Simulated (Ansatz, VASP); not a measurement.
## KMgF3 in VASP and in Ansatz

File INCAR:

```
PREC     = Accurate       # precision mode
ENCUT    = 520            # plane-wave cutoff, eV
EDIFF    = 1E-6           # SCF threshold, eV
ISMEAR   = 0              # smearing method
SIGMA    = 0.05           # smearing width, eV
LREAL    = F              # projectors in reciprocal space
LASPH    = T              # aspherical terms in the spheres
NELM     = 80             # most SCF steps
ALGO     = Normal         # electronic algorithm
ISIF     = 2              # what is computed and relaxed
LWAVE    = F              # write WAVECAR
LCHARG   = F              # write CHGCAR
GGA      = PE             # functional
NBANDS   = 24             # bands
```

The input KPOINTS:

```
regular mesh
0
Gamma
  6 6 6
```

File POSCAR:

```
KMgF3
1.0
    4.0360355723     -0.4319004856     -0.4319004856
   -0.4319004856      4.0360355723     -0.4319004856
   -0.4319004856     -0.4319004856      4.0360355723
K Mg F
1 1 3
Direct
    0.5000000000      0.5000000000      0.5000000000
    0.0000000000      0.0000000000      0.0000000000
    0.5000000000      0.0000000000      0.0000000000
    0.0000000000      0.5000000000      0.0000000000
    0.0000000000      0.0000000000      0.5000000000
```

Input for Ansatz:

```yaml
crystal:
  lattice:
    - [4.0360355723, -0.4319004856, -0.4319004856]
    - [-0.4319004856, 4.0360355723, -0.4319004856]
    - [-0.4319004856, -0.4319004856, 4.0360355723]
  atoms:
    - { symbol: K, position: [0.5, 0.5, 0.5] }
    - { symbol: Mg, position: [0.0, 0.0, 0.0] }
    - { symbol: F, position: [0.5, 0.0, 0.0] }
    - { symbol: F, position: [0.0, 0.5, 0.0] }
    - { symbol: F, position: [0.0, 0.0, 0.5] }
basis:
  ecutwfc: 420
kpoints:
  mp_grid: { grid: [6, 6, 6] }
hamiltonian:
  xc: pbe
scf:
  occupations: { method: gaussian, width: 0.05 }
output:
  forces: true
  stress: true
  eigenvalues: true
```

Alike in both runs: task single point; functional PBE; k mesh 6 × 6 × 6; occupations gaussian, width 0.05 eV; no spin polarisation.

|  | VASP | Ansatz |
| --- | --- | --- |
| version | VASP 6.6.1 | Ansatz 0.2.0 |
| potentials or method | VASP PAW PBE potentials, release 64 (K_sv, Mg, F), cutoff 520 eV | scalar-relativistic, plane waves, PAW |
| valence electrons in the cell | 32 | 40 |

Ansatz gave:

| Property | Result |
| --- | --- |
| gap on the k mesh at the Fermi level (eV) | 6.35 |
| least direct gap on the mesh (eV) | 6.44 |
| pressure (GPa) | 5.8 |
| traceless stress, the component that is largest in VASP (GPa) | 10.37 |

**Question.** Estimate VASP's values.

**Answer.** gap on the k mesh at the Fermi level (eV): 6.32; least direct gap on the mesh (eV): 6.40; pressure (GPa): 5.4; traceless stress, the component that is largest in VASP (GPa): 10.47.

VASP's potentials hold 32 valence electrons a cell and Ansatz's 40, so a difference there can come from the potentials and not from the codes.
